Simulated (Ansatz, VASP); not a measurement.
# Cr: VASP beside Ansatz

```
CELL_PARAMETERS angstrom
-1.39423 1.39423 1.39423
1.39423 -1.39423 1.39423
1.39423 1.39423 -1.39423
ATOMIC_POSITIONS crystal
Cr 0.00000 0.00000 0.00000
```

Alike in both runs: task single point; functional LDA; k mesh 22 × 22 × 22; occupations gaussian, width 0.05 eV; collinear spin.

|  | VASP | Ansatz |
| --- | --- | --- |
| version | VASP 6.6.1 | Ansatz 0.2.0 |
| potentials or method | VASP PAW LDA potentials, release 64 (Cr_pv), cutoff 520 eV | scalar-relativistic, plane waves, PAW |
| valence electrons in the cell | 12 | 14 |

VASP gave:

* gap on the k mesh at the Fermi level (eV): none
* pressure (GPa): 0.1
* net moment per atom (μB): 0.00

**Question.** What did Ansatz give for the same quantities?

**Answer.** gap on the k mesh at the Fermi level (eV): none; pressure (GPa): 0.0; net moment per atom (μB): 0.00.

LDA's correlation is that of Perdew and Zunger in VASP and of Perdew and Wang (1992) in Ansatz. A gap of «none» marks a metal or a gap that the smearing closes. VASP's potentials hold 12 valence electrons a cell and Ansatz's 14, so a difference there can come from the potentials and not from the codes. Ansatz's warnings: seeded moment not kept.
